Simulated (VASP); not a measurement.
# PbF2 (Fm-3m) in VASP: further runs, part 2 of 2

VASP 6.6.1.

## Step 3: Single point, PBE

INCAR

```
SYSTEM = PbF2
ALGO = Normal
EDIFF = 1E-6
ENCUT = 600
GGA = PE
GGA_COMPAT = .False.
ISIF = 2
ISMEAR = 0
LASPH = .True.
LCHARG = .False.
LREAL = .False.
LWAVE = .False.
NBANDS = 21
NELM = 120
PREC = Accurate
SIGMA = 0.01
```

KPOINTS

```
k-points
0
Gamma
  4 4 4
  0 0 0
```

POSCAR

```
PbF2
1.0
    0.0000000000      2.9458076056      2.9458076056
    2.9458076056      0.0000000000      2.9458076056
    2.9458076056      2.9458076056      0.0000000000
Pb F
1 2
Direct
    0.0000000000      0.0000000000      0.0000000000
    0.2500000000      0.2500000000      0.2500000000
    0.7500000000      0.7500000000      0.7500000000
```

Potentials or basis: VASP PAW PBE potentials, release 64 (Pb_d, F).

Run with:

```
cat potpaw_PBE.64/Pb_d/POTCAR potpaw_PBE.64/F/POTCAR > POTCAR
mpirun -np 1 vasp_std > vasp.out
```

OUTCAR:

```text
SYSTEM = PbF2
   EDIFF = 1E-6
   ENCUT = 600
   GGA = PE
   ISIF = 2
   ISMEAR = 0
   LASPH = .True.
   LREAL = .False.
   NELM = 120
   PREC = Accurate

 ion  position               nearest neighbor table
   1  0.000  0.000  0.000-   3 2.55   3 2.55   3 2.55   2 2.55   2 2.55   2 2.55   3 2.55   2 2.55

   2  0.250  0.250  0.250-   1 2.55   1 2.55   1 2.55   1 2.55
   3  0.750  0.750  0.750-   1 2.55   1 2.55   1 2.55   1 2.55

  LATTYP: Found a face centered cubic cell.
 ALAT       =     5.8916152112
[... 367 lines left out ...]

  FORCE on cell =-STRESS in cart. coord.  units (eV):
  Direction    XX          YY          ZZ          XY          YZ          ZX
  --------------------------------------------------------------------------------------
  -------------------------------------------------------------------------------------
  Total        1.2554044      1.2554044      1.2554044     -0.0000000     -0.0000000      0.0000000
  in kB       39.3415156     39.3415156     39.3415156     -0.0000000     -0.0000000      0.0000000
  external PRESSURE =      39.3415156 kB  Pullay stress =       0.0000000 kB

 VOLUME and BASIS-vectors are now :
 -----------------------------------------------------------------------------
  energy-cutoff  :      600.00
  volume of cell :       51.13
      direct lattice vectors                 reciprocal lattice vectors
     0.000000000  2.945807606  2.945807606    -0.169732741  0.169732741  0.169732741
     2.945807606  0.000000000  2.945807606     0.169732741 -0.169732741  0.169732741
     2.945807606  2.945807606  0.000000000     0.169732741  0.169732741 -0.169732741

 POSITION                                       TOTAL-FORCE (eV/Angst)
 -----------------------------------------------------------------------------------
      0.00000      0.00000      0.00000        -0.000000     -0.000000     -0.000000
      1.47290      1.47290      1.47290        -0.000000      0.000000     -0.000000
      4.41871      4.41871      4.41871         0.000000      0.000000      0.000000
 -----------------------------------------------------------------------------------
    total drift:                                0.000000      0.000000      0.000000

  FREE ENERGIE OF THE ION-ELECTRON SYSTEM (eV)
  ---------------------------------------------------
  free  energy   TOTEN  =       -14.3166749058 eV

  energy  without entropy=      -14.3166749058  energy(sigma->0) =      -14.31667491
```

OSZICAR:

```text
N       E                     dE             d eps       ncg     rms          rms(c)
DAV:   1     0.319126238173E+03    0.31913E+03   -0.16447E+04   336   0.171E+03
DAV:   2     0.142159667030E+02   -0.30491E+03   -0.28573E+03   359   0.463E+02
DAV:   3    -0.152893894897E+02   -0.29505E+02   -0.29157E+02   391   0.148E+02
DAV:   4    -0.161823030622E+02   -0.89291E+00   -0.89196E+00   381   0.262E+01
DAV:   5    -0.162130895501E+02   -0.30786E-01   -0.30785E-01   428   0.512E+00    0.796E+00
DAV:   6    -0.143202381879E+02    0.18929E+01   -0.84180E+00   451   0.233E+01    0.261E+00
DAV:   7    -0.143206694389E+02   -0.43125E-03   -0.43790E-01   336   0.410E+00    0.155E+00
DAV:   8    -0.143190330843E+02    0.16364E-02   -0.99319E-02   341   0.354E+00    0.552E-01
DAV:   9    -0.143155381378E+02    0.34949E-02   -0.18677E-02   445   0.107E+00    0.103E-01
DAV:  10    -0.143166702749E+02   -0.11321E-02   -0.14115E-03   336   0.298E-01    0.316E-02
DAV:  11    -0.143166659359E+02    0.43390E-05   -0.10776E-04   384   0.881E-02    0.888E-03
DAV:  12    -0.143166754237E+02   -0.94879E-05   -0.16539E-05   344   0.280E-02    0.591E-03
DAV:  13    -0.143166749058E+02    0.51790E-06   -0.33827E-06   371   0.162E-02
   1 F= -.14316675E+02 E0= -.14316675E+02  d E =-.524384E-29
```

Wall time 5.9 s (1 thread of Intel Xeon 6975P-C (Granite Rapids), shared host); peak memory 0.2 GiB.

What came out:

```
Free energy            : -14.3167 eV
Pressure               : 3.9 GPa
Band gap on the k mesh : 4.41 eV (least direct gap 4.56 eV)
```

Levels at points of the mesh, in eV from the valence-band top:
```csv
k point,band 11,band 12,band 13,band 14,band 15,band 16,band 17,band 18
"(0.00, 0.00, 0.00)",-2.60,-2.10,-2.10,-2.10,6.79,6.79,6.79,10.69
"(0.50, 0.00, 0.00)",-2.81,-2.26,-2.26,-0.04,5.02,7.72,7.72,13.25
"(0.50, 0.50, 0.00)",-1.66,-1.66,-1.66,-0.15,4.41,7.96,7.96,8.92
```

Caveat: the k points lie up to 0.46 Å⁻¹ apart; spin-orbit coupling is left out, which moves the levels of the heavy elements. A k mesh can miss the band edges.

## Step 4: Single point, PBE

INCAR

```
SYSTEM = PbF2
PREC     = Accurate       ! precision mode
ENCUT    = 600            ! plane-wave cutoff, eV
EDIFF    = 1E-6           ! SCF threshold, eV
ISMEAR   = -1             ! smearing method
SIGMA    = 0.02           ! smearing width, eV
LREAL    = .FALSE.        ! projectors in reciprocal space
LASPH    = .TRUE.         ! aspherical terms in the spheres
NELM     = 120            ! most SCF steps
ALGO     = Normal         ! electronic algorithm
ISIF     = 2              ! what is computed and relaxed
LWAVE    = .FALSE.        ! write WAVECAR
LCHARG   = .FALSE.        ! write CHGCAR
GGA      = PE             ! functional
NBANDS   = 21             ! bands
GGA_COMPAT= .FALSE.
```

KPOINTS

```
regular mesh
0
G
  8 8 8
  0 0 0
```

POSCAR is that of step 3.

Run with:

```
cat potpaw_PBE.64/Pb_d/POTCAR potpaw_PBE.64/F/POTCAR > POTCAR
mpirun -np 1 vasp_std > vasp.out
```

Wall time 15 s (1 thread of Intel Xeon 6975P-C (Granite Rapids), shared host); peak memory 0.22 GiB.

The run converged. Its results:

- Free energy: -14.3171 eV
- Pressure: 3.9 GPa
- Band gap on the k mesh: 4.41 eV (least direct gap 4.56 eV)

Levels at points of the mesh, in eV from the valence-band top:
| k point | band 11 | band 12 | band 13 | band 14 | band 15 | band 16 | band 17 | band 18 |
| --- | --- | --- | --- | --- | --- | --- | --- | --- |
| (0.00, 0.00, 0.00) | -2.60 | -2.10 | -2.10 | -2.10 | 6.79 | 6.79 | 6.79 | 10.69 |
| (0.50, 0.00, 0.00) | -2.81 | -2.26 | -2.26 | -0.04 | 5.02 | 7.73 | 7.73 | 13.25 |
| (0.50, 0.50, 0.00) | -1.66 | -1.66 | -1.66 | -0.15 | 4.41 | 7.96 | 7.96 | 8.92 |

Caveat: the cell stands under pressure; spin-orbit coupling is left out, which moves the levels of the heavy elements. A k mesh can miss the band edges.
